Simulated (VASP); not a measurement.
# Al32H (a cell with a defect) in VASP: a series of runs

Runs on Al32H (a cell with a defect). Level: PBE+D3(BJ). Tasks: single point.

All numbers are computed with VASP 6.6.1; they aren't measurements. Logs are shortened: lines on timing, memory, paths and dates and some standing lists are left out, and cuts for length are marked.

**1. The cell of the first run**

The cell holds a defect, 33 atoms: a = 8.100 Å, b = 8.100 Å, c = 8.100 Å, α = 90.00°, β = 90.00°, γ = 90.00°.

**2. Single point, PBE+D3(BJ)**

File INCAR:

```
PREC = Accurate ; ENCUT = 520
EDIFF = 1E-6 ; ISMEAR = 0
SIGMA = 0.1 ; LREAL = Auto
LASPH = True ; NELM = 80
ALGO = Normal ; ISIF = 2
LWAVE = False ; LCHARG = False
GGA = PE ; IVDW = 12
NBANDS = 70
```

File KPOINTS:

```
regular mesh
0
Gamma
  2 2 2
```

File POSCAR:

```
Al32H
1.0
    8.1000000000      0.0000000000      0.0000000000
    0.0000000000      8.1000000000      0.0000000000
    0.0000000000      0.0000000000      8.1000000000
Al H
32 1
Direct
    0.4997819753     -0.0021713580     -0.0023082716
    0.7509270370      0.2488923457     -0.0015903704
    0.7509272840     -0.0014528395      0.2487530864
   -0.0008412346     -0.0035974074     -0.0037350617
    0.2507598765      0.2444081481     -0.0016603704
    0.4983053086      0.4972466667     -0.0037712346
    0.7464406173      0.7487051852     -0.0016553086
    0.2507596296     -0.0015258025      0.2442690123
    0.5004302469      0.2488662963      0.2487259259
    0.7489392593      0.4999867901      0.2467032099
    0.4983044444     -0.0036350617      0.4971106173
    0.7489388889      0.2468429630      0.4998513580
    0.7464406173     -0.0015187654      0.7485637037
    0.0010871605      0.4991462963     -0.0029523457
    0.2499576543      0.7479170370     -0.0010192593
    0.0018746914      0.2468719753      0.2467317284
    0.2515954321      0.4984598765      0.2481418519
    0.5004246914      0.7486917284      0.2442500000
    0.0010859259     -0.0028158025      0.4990102469
    0.2515954321      0.2482785185      0.4983219753
    0.4991758025      0.4991051852      0.4989696296
    0.7503087654      0.7495560494      0.4983237037
    0.2499567901     -0.0008811111      0.7477777778
    0.5004258025      0.2443879012      0.7485516049
    0.7503087654      0.4984613580      0.7494159259
    0.0003961728      0.7495514815      0.2481507407
   -0.0028662963      0.4951962963      0.4950598765
    0.2524945679      0.7504496296      0.4836970370
    0.0003961728      0.2482877778      0.7494112346
    0.2524967901      0.4838291358      0.7503088889
    0.5010997531      0.7479348148      0.7477949383
   -0.0141224691      0.7504776543      0.7503355556
    0.2049544444      0.7028586420      0.7027276543
```

Potentials or basis: VASP PAW PBE potentials, release 64 (Al, H).

The run is started by

```console
> cat potpaw_PBE.64/Al/POTCAR potpaw_PBE.64/H/POTCAR > POTCAR
> mpirun -np 1 vasp_std > vasp.out
```

OUTCAR:

```text
PREC = Accurate
   ENCUT = 520
   EDIFF = 1E-6
   ISMEAR = 0
   LREAL = Auto
   LASPH = True
   NELM = 80
   ISIF = 2
   GGA = PE
   IVDW = 12
 IVDW          = 12

 ion  position               nearest neighbor table
   1  0.500  0.998  0.998-   8 2.84   5 2.84  18 2.84  24 2.84   7 2.84  13 2.84  15 2.86  23 2.86
                            31 2.86   9 2.88   3 2.88   2 2.88
   2  0.751  0.249  0.998-  29 2.86  25 2.86  16 2.86  10 2.86  13 2.87  24 2.87  14 2.87   3 2.87
                             4 2.87   9 2.87   6 2.87   1 2.88
   3  0.751  0.999  0.249-  26 2.85  22 2.86  16 2.86  12 2.86   7 2.87  18 2.87  19 2.87   2 2.87
                             4 2.87   9 2.87  11 2.87   1 2.88
   4  0.999  0.996  0.996-  32 2.82  26 2.86  29 2.86  15 2.86  23 2.86   8 2.86   5 2.86   7 2.87
                            13 2.87   3 2.87   2 2.87  16 2.87
   5  0.251  0.244  0.998-  30 2.79   8 2.82   1 2.84  23 2.84  16 2.85  29 2.86  24 2.86   4 2.86
                             9 2.86   6 2.87  17 2.89  14 2.89
   6  0.498  0.497  0.996-  30 2.82  17 2.86  25 2.86  15 2.86  31 2.86  18 2.86   7 2.86   5 2.87
                            24 2.87   9 2.87   2 2.87  10 2.87
   7  0.746  0.749  0.998-  32 2.79  18 2.82   1 2.84  31 2.84  10 2.85  25 2.86  13 2.86   6 2.86
                             3 2.87   4 2.87  26 2.89  14 2.89
   8  0.251  0.998  0.244-  28 2.79   5 2.82   1 2.84  15 2.84  16 2.85  26 2.86  18 2.86   4 2.86
                             9 2.86  11 2.87  20 2.89  19 2.89
   9  0.500  0.249  0.249-  17 2.85  20 2.85  10 2.86  12 2.86   5 2.86   8 2.86  21 2.87   2 2.87
[... 32 lines left out ...]
                            27 2.87  21 2.87  22 2.88  24 2.89
  26  0.000  0.750  0.248-  28 2.79   3 2.85  19 2.86  15 2.86   4 2.86   8 2.86  22 2.87  10 2.87
                            27 2.87  14 2.87  17 2.88   7 2.89
  27  0.997  0.495  0.495-  12 2.84  10 2.84  16 2.84  25 2.87  22 2.87  29 2.87  26 2.87  20 2.87
                            17 2.87  32 2.93  30 2.93  28 2.93
  28  0.252  0.750  0.484-  33 1.86  18 2.79   8 2.79  17 2.79  26 2.79  11 2.82  21 2.86  19 2.86
                            27 2.93  31 2.94  23 2.94  30 3.05  32 3.05
  29  0.000  0.248  0.749-  30 2.79   2 2.86  14 2.86  23 2.86   4 2.86   5 2.86  25 2.87  12 2.87
                            27 2.87  19 2.87  20 2.88  13 2.89
  30  0.252  0.484  0.750-  33 1.86  24 2.79   5 2.79  20 2.79  29 2.79   6 2.82  21 2.86  14 2.86
                            27 2.93  31 2.94  15 2.94  28 3.05  32 3.05
  31  0.501  0.748  0.748-  13 2.84   7 2.84  21 2.85  22 2.86  25 2.86  11 2.86   6 2.86   1 2.86
                            23 2.88  15 2.88  28 2.94  30 2.94
  32  0.986  0.750  0.750-  33 1.86  13 2.79   7 2.79  22 2.79  25 2.79   4 2.82  19 2.86  14 2.86
                            27 2.93  23 2.94  15 2.94  28 3.05  30 3.05
  33  0.205  0.703  0.703-  30 1.86  28 1.86  32 1.86

  LATTYP: Found a simple cubic cell.
 ALAT       =     8.1000000000

  Lattice vectors:

 A1 = (   8.1000000000,   0.0000000000,   0.0000000000)
 A2 = (   0.0000000000,   8.1000000000,   0.0000000000)
 A3 = (   0.0000000000,   0.0000000000,   8.1000000000)

Analysis of symmetry for initial positions (statically):
=====================================================================
 Subroutine PRICEL returns:
 Original cell was already a primitive cell.

 Routine SETGRP: Setting up the symmetry group for a
 simple cubic supercell.

 Subroutine GETGRP returns: Found  1 space group operations
 (whereof  1 operations were pure point group operations)
 out of a pool of 48 trial point group operations.

The static configuration has the point symmetry C_1 .

Analysis of symmetry for dynamics (positions and initial velocities):
=====================================================================
 Subroutine PRICEL returns:
 Original cell was already a primitive cell.

 Routine SETGRP: Setting up the symmetry group for a
 simple cubic supercell.

 Subroutine GETGRP returns: Found  1 space group operations
 (whereof  1 operations were pure point group operations)
 out of a pool of 48 trial point group operations.

The dynamic configuration has the point symmetry C_1 .

 Subroutine INISYM returns: Found  1 space group operations
 (whereof  1 operations are pure point group operations),
 and found     1 'primitive' translations

----------------------------------------------------------------------------------------

                                     Primitive cell

  volume of cell :     531.4410

  direct lattice vectors                    reciprocal lattice vectors
     8.100000000  0.000000000  0.000000000     0.123456790  0.000000000  0.000000000
     0.000000000  8.100000000  0.000000000     0.000000000  0.123456790  0.000000000
[... 87 lines left out ...]
     0.061728395  0.000000000  0.000000000     0.500000000  0.000000000  0.000000000
     0.000000000  0.061728395  0.000000000     0.000000000  0.500000000  0.000000000
     0.000000000  0.000000000  0.061728395     0.000000000  0.000000000  0.500000000

  Length of vectors
     0.061728395  0.061728395  0.061728395

  Shift w.r.t. Gamma in fractional coordinates (k-lattice)
     0.000000000  0.000000000  0.000000000

 Subroutine IBZKPT returns following result:
 ===========================================

 Found      8 irreducible k-points:

 Following reciprocal coordinates:
            Coordinates               Weight
  0.000000  0.000000  0.000000      1.000000
  0.500000  0.000000  0.000000      1.000000
  0.000000  0.500000  0.000000      1.000000
  0.000000  0.000000  0.500000      1.000000
  0.500000  0.500000  0.000000      1.000000
  0.000000  0.500000  0.500000      1.000000
  0.500000  0.000000  0.500000      1.000000
  0.500000  0.500000  0.500000      1.000000
   k-points           NKPTS =      8   k-points in BZ     NKDIM =      8   number of bands    NBANDS=     70
   number of dos      NEDOS =    301   number of ions     NIONS =     33
   total plane-waves  NPLWV = 216000
   dimension x,y,z NGX =    60 NGY =   60 NGZ =   60
   dimension x,y,z NGXF=   120 NGYF=  120 NGZF=  120
   ions per type =              32   1
   NGX,Y,Z   is equivalent  to a cutoff of  12.31, 12.31, 12.31 a.u.
   NGXF,Y,Z  is equivalent  to a cutoff of  24.63, 24.63, 24.63 a.u.
 SYSTEM =  unknown system
   PREC   = accura    normal or accurate (medium, high low for compatibility)
   ISTART =      0    job   : 0-new  1-cont  2-samecut
   ICHARG =      2    charge: 1-file 2-atom 10-const
   ISPIN  =      1    spin polarized calculation?
   LNONCOLLINEAR =      F non collinear calculations
   LSORBIT =      F    spin-orbit coupling
   LASPH  =      T    aspherical Exc in radial PAW
   ENCUT  =  520.0 eV  38.22 Ry    6.18 a.u.  15.06 15.06 15.06*2*pi/ulx,y,z
   NELM   =     80;   NELMIN=  2; NELMDL= -5     # of ELM steps
   EDIFF  = 0.1E-05   stopping-criterion for ELM
   LREAL  =      T    real-space projection
   EDIFFG = 0.1E-04   stopping-criterion for IOM
   NSW    =      0    number of steps for IOM
   IBRION =     -1    ionic relax: 0-MD 1-quasi-New 2-CG
   NFREE  =      0    steps in history (QN), initial steepest desc. (CG)
   ISIF   =      2    stress and relaxation
   ISYM   =      2    0-nonsym 1-usesym 2-fastsym
   POTIM  = 0.5000    time-step for ionic-motion
   TEBEG  =    0.0;   TEEND  =   0.0 temperature during run
   PSTRESS=    0.0 pullay stress
   NELECT =      97.0000    total number of electrons
   NUPDOWN=      -1.0000    fix difference up-down
   EMIN   =  10.00;   EMAX   =-10.00  energy-range for DOS
   EFERMI =   0.00;   METHOD = LEGACY
   ISMEAR =     0;   SIGMA  =   0.10  broadening in eV -4-tet -1-fermi 0-gaus
   EFERMI_NEDOS =   21; number of points for ismear=-14 and -15
   IALGO  =     38    algorithm
   IMIX   =      4    mixing-type and parameters
     AMIX     =   0.40;   BMIX     =  1.00
     AMIX_MAG =   1.60;   BMIX_MAG =  1.00
  volume/ion in A,a.u.               =      16.10       108.68
  Fermi-wavevector in a.u.,A,eV,Ry     =   0.928639  1.754874 11.733269  0.862371
  Thomas-Fermi vector in A             =   2.054837
   LORBIT       =      0    0 simple, 1 ext, 2 COOP (PROOUT), +10 PAW based schemes
   GGA     = PE    functional components
   LHFCALC =     F    Hartree Fock is set to
   AEXX    =    0.0000 exact exchange contribution
   IVDW    =    12    specifies the selected vdW correction
   LEPSILON=     F    determine dielectric tensor
   LRPA    =     F    only Hartree local field effects (RPA)
 non-spin polarized calculation
 Gauss-broadening in eV      SIGMA  =   0.10
  energy-cutoff  :      520.00
  volume of cell :      531.44
 maximum number of plane-waves:     14400
   NGX = 31   NGY = 31   NGZ = 31

 number of electron      97.0000000 magnetization

 Free energy of the ion-electron system (eV)
  ---------------------------------------------------
  ext. energy  EPLUGINS =         0.00000000
  ---------------------------------------------------
  free energy    TOTEN  =      -122.36123035 eV

  energy without entropy =     -122.19401121  energy(sigma->0) =     -122.27762078

 E-fermi :   7.6054     XC(G=0): -10.1945

 val. band max:        7.6033255641   @ k =   0.0000   0.0000   0.5000
 cond. band min:       7.6115031622   @ k =   0.0000   0.0000   0.5000
 fundamental gap:      0.0081775981
 Fermi energy:         7.6053810602

 k-point     1 :       0.0000    0.0000    0.0000
  band No.  band energies     occupation
      1      -3.2649      2.00000
      2      -1.5473      2.00000
      3      -0.9484      2.00000
      4      -0.9478      2.00000
      5      -0.9052      2.00000
      6      -0.9012      2.00000
[... 493 lines left out ...]
     59      11.2699      0.00000
     60      11.3099      0.00000
 [bands above 60 left out]

------------------------ aborting loop because EDIFF is reached ----------------------------------------

 Edisp (eV)  -10.83450

 E8    (eV) :    -4.8244

  FORCE on cell =-STRESS in cart. coord.  units (eV):
  Direction    XX          YY          ZZ          XY          YZ          ZX
  --------------------------------------------------------------------------------------
  -------------------------------------------------------------------------------------
  Total      -9.35702    -9.33364    -9.33044    -0.20139    -0.21579    -0.20354
  in kB     -28.20936   -28.13885   -28.12922    -0.60714    -0.65055    -0.61363
  external pressure =      -28.16 kB  Pullay stress =        0.00 kB

 VOLUME and BASIS-vectors are now :
 -----------------------------------------------------------------------------
  energy-cutoff  :      520.00
  volume of cell :      531.44
      direct lattice vectors                 reciprocal lattice vectors
     8.100000000  0.000000000  0.000000000     0.123456790  0.000000000  0.000000000
     0.000000000  8.100000000  0.000000000     0.000000000  0.123456790  0.000000000
     0.000000000  0.000000000  8.100000000     0.000000000  0.000000000  0.123456790

 POSITION                                       TOTAL-FORCE (eV/Angst)
 -----------------------------------------------------------------------------------
      4.04823      8.08241      8.08130        -0.000954     -0.002804     -0.002426
      6.08251      2.01603      8.08712         0.000579     -0.001568     -0.002475
      6.08251      8.08823      2.01490         0.000725     -0.002743     -0.001588
      8.09319      8.07086      8.06975         0.000054      0.000490      0.000659
      2.03115      1.97971      8.08655        -0.002927      0.002804     -0.001497
      4.03627      4.02770      8.06945        -0.000544     -0.000602      0.001411
[... 25 lines left out ...]
      7.98561      6.07887      6.07772         0.004834      0.001497      0.002439
      1.66013      5.69316      5.69209        -0.002119      0.002149      0.002272
 -----------------------------------------------------------------------------------
    total drift:                                0.036789     -0.072911     -0.077666

  FREE ENERGIE OF THE ION-ELECTRON SYSTEM (eV)
  ---------------------------------------------------
  free  energy   TOTEN  =      -133.1957281198 eV

  energy  without entropy=     -133.0285089802  energy(sigma->0) =     -133.11211855
```

Wall time 3.6 min (1 thread of Intel Xeon 6975P-C (Granite Rapids), shared host); peak memory 0.55 GiB.

Results:

```yaml
Free_energy: -133.1957 eV
Pressure: -2.8 GPa
Largest_force: 0.006 eV/Å
Dispersion_energy_per_atom: -0.328 eV
```

Forces in eV/Å, atoms in the order of the input:
```
Al  -0.001 -0.003 -0.002
Al   0.001 -0.002 -0.002
Al   0.001 -0.003 -0.002
Al   0.000  0.000  0.001
Al  -0.003  0.003 -0.001
Al  -0.001 -0.001  0.001
Al  -0.002  0.003 -0.001
Al  -0.003 -0.002  0.002
Al   0.001 -0.001 -0.002
Al  -0.001  0.001 -0.001
Al   0.000  0.001 -0.001
Al  -0.001  0.000  0.001
Al  -0.003 -0.002  0.002
Al   0.001  0.001 -0.003
Al  -0.001 -0.001  0.001
Al   0.000  0.001  0.003
Al   0.002 -0.002 -0.001
Al  -0.003  0.001  0.003
Al   0.002 -0.002  0.000
Al   0.002  0.000 -0.001
Al  -0.006 -0.001 -0.001
Al   0.001  0.001 -0.004
Al  -0.001  0.001 -0.002
Al  -0.003  0.002  0.001
Al   0.001 -0.004  0.000
Al   0.002  0.001 -0.003
Al   0.002  0.003  0.003
Al   0.004  0.002  0.004
Al   0.002 -0.003  0.001
Al   0.004  0.003  0.003
Al   0.001 -0.001 -0.002
Al   0.005  0.001  0.002
H   -0.002  0.002  0.002
```

Stress tensor (GPa, compression positive):
```
-2.82 -0.06 -0.06
-0.06 -2.81 -0.07
-0.06 -0.07 -2.81
```

Levels at points of the mesh, in eV from the Fermi level:
```tsv
k point	band 43	band 44	band 45	band 46	band 47	band 48	band 49	band 50	band 51	band 52
(0.00, 0.00, 0.00)	-0.47	-0.47	-0.46	0.03	0.46	0.46	0.53	0.54	0.54	1.25
(0.50, 0.00, 0.00)	-0.73	-0.70	-0.19	-0.06	0.00	0.01	0.01	0.03	0.04	0.08
(0.00, 0.50, 0.00)	-0.73	-0.70	-0.19	-0.06	0.00	0.01	0.01	0.04	0.04	0.08
(0.00, 0.00, 0.50)	-0.73	-0.70	-0.19	-0.06	0.00	0.01	0.01	0.04	0.04	0.08
(0.50, 0.50, 0.00)	-1.03	-0.98	-0.30	-0.09	-0.09	-0.06	0.83	1.09	1.12	1.15
(0.00, 0.50, 0.50)	-1.03	-0.98	-0.30	-0.09	-0.09	-0.06	0.84	1.09	1.12	1.15
(0.50, 0.00, 0.50)	-1.03	-0.98	-0.30	-0.09	-0.09	-0.06	0.83	1.09	1.12	1.15
(0.50, 0.50, 0.50)	-0.42	-0.42	-0.42	-0.42	-0.41	-0.41	-0.41	-0.40	-0.39	-0.39
```

Caveat: the k points lie up to 0.39 Å⁻¹ apart.

**3. Single point, PBE+D3(BJ)**

File INCAR:

```
PREC = Accurate ; ENCUT = 520
EDIFF = 1E-6 ; ISMEAR = 0
SIGMA = 0.1 ; LREAL = Auto
LASPH = T ; NELM = 80
ALGO = Normal ; ISIF = 2
LWAVE = F ; LCHARG = F
GGA = PE ; IVDW = 12
NBANDS = 70
```

KPOINTS is that of step 2.

File POSCAR:

```
Al32H
1.0
    8.1000000000      0.0000000000      0.0000000000
    0.0000000000      8.1000000000      0.0000000000
    0.0000000000      0.0000000000      8.1000000000
Al H
32 1
Direct
    0.5011849383     -0.0017572840     -0.0021733333
    0.7484951852      0.2496103704     -0.0017114815
    0.7484939506     -0.0012930864      0.2491916049
    0.0001337037     -0.0017037037     -0.0021197531
    0.2487308642      0.2443344444     -0.0004904938
    0.4988867901      0.4996655556     -0.0022772840
    0.7543018519      0.7493550617     -0.0001141975
    0.2487308642     -0.0000724691      0.2439198765
    0.4977209877      0.2469001235      0.2464827160
    0.7512151852      0.5006425926      0.2464441975
    0.4988885185     -0.0018587654      0.4992461728
    0.7512158025      0.2468611111      0.5002233333
    0.7543025926      0.0003034568      0.7489381481
    0.0000917284      0.4972190123     -0.0022095062
    0.2500700000      0.7481243210     -0.0009101235
   -0.0006965432      0.2496317284      0.2492165432
    0.2481351852      0.4988556790      0.2491188889
    0.4993807407      0.7498534568      0.2493154321
    0.0000958025     -0.0017944444      0.4968029630
    0.2481350617      0.2495362963      0.4984380247
    0.5037712346      0.4945544444      0.4941370370
    0.7488229630      0.7497967901      0.4983570370
    0.2500702469     -0.0004955556      0.7477067901
    0.4993802469      0.2497337037      0.7494365432
    0.7488223457      0.4987737037      0.7493788889
   -0.0015746914      0.7492249383      0.2437958025
    0.0002922222      0.4995964198      0.4991788889
    0.2440374074      0.7536538272      0.4823038272
   -0.0015774074      0.2442143210      0.7488085185
    0.2440346914      0.4827169136      0.7532409877
    0.5174785185      0.7542612346      0.7538414815
   -0.0010898765      0.7480917284      0.7476759259
    0.3159800000      0.6849185185      0.6845085185
```

Potentials or basis: VASP PAW PBE potentials, release 64 (Al, H).

The run is started by

```console
> cat potpaw_PBE.64/Al/POTCAR potpaw_PBE.64/H/POTCAR > POTCAR
> mpirun -np 1 vasp_std > vasp.out
```

It took 2.6 min on 1 thread of Intel Xeon 6975P-C (Granite Rapids), shared host; peak memory 0.53 GiB.

The run converged. Its results:

```
Free energy                : -133.2151 eV
Pressure                   : -2.7 GPa
Largest force              : 0.115 eV/Å
Dispersion energy per atom : -0.328 eV
```

Forces in eV/Å, atoms in the order of the input:
```
Al   0.004  0.002  0.002
Al  -0.006  0.004  0.001
Al  -0.006  0.001  0.004
Al  -0.002  0.002  0.002
Al  -0.004 -0.001  0.007
Al  -0.004  0.003  0.000
Al   0.006  0.005  0.007
Al  -0.004  0.007 -0.001
Al  -0.001  0.003  0.003
Al   0.002  0.006 -0.001
Al  -0.004  0.000  0.003
Al   0.002 -0.001  0.006
Al   0.006  0.007  0.005
Al  -0.002 -0.002  0.001
Al   0.001 -0.001 -0.001
Al  -0.005  0.002  0.002
Al  -0.004  0.000  0.006
Al  -0.004  0.004  0.002
Al  -0.002  0.001 -0.002
Al  -0.004  0.006  0.000
Al   0.003 -0.001 -0.001
Al  -0.006  0.005 -0.002
Al   0.001 -0.001 -0.001
Al  -0.004  0.002  0.004
Al  -0.006 -0.002  0.005
Al  -0.005  0.007  0.001
Al   0.001 -0.001 -0.001
Al  -0.001  0.011 -0.008
Al  -0.005  0.001  0.007
Al  -0.001 -0.008  0.011
Al   0.004  0.010  0.010
Al  -0.002  0.002  0.002
H    0.050 -0.073 -0.073
```

Stress tensor (GPa, compression positive):
```
-2.66  0.14  0.14
 0.14 -2.66 -0.13
 0.14 -0.13 -2.66
```

Levels at points of the mesh, in eV from the Fermi level:
```tsv
k point	band 44	band 45	band 46	band 47	band 48	band 49	band 50	band 51
(0.00, 0.00, 0.00)	-0.46	-0.46	0.24	0.44	0.44	0.51	0.54	0.55
(0.50, 0.00, 0.00)	-0.70	-0.26	-0.06	-0.02	0.00	0.00	0.03	0.05
(0.00, 0.50, 0.00)	-0.70	-0.27	-0.07	-0.01	0.00	0.01	0.04	0.05
(0.50, 0.50, 0.00)	-0.98	-0.25	-0.09	-0.09	-0.06	0.79	1.09	1.12
(0.00, 0.50, 0.50)	-0.98	-0.24	-0.09	-0.08	-0.06	0.79	1.09	1.11
(0.50, 0.50, 0.50)	-0.42	-0.42	-0.42	-0.41	-0.40	-0.40	-0.40	-0.40
```

Caveat: the k points lie up to 0.39 Å⁻¹ apart.
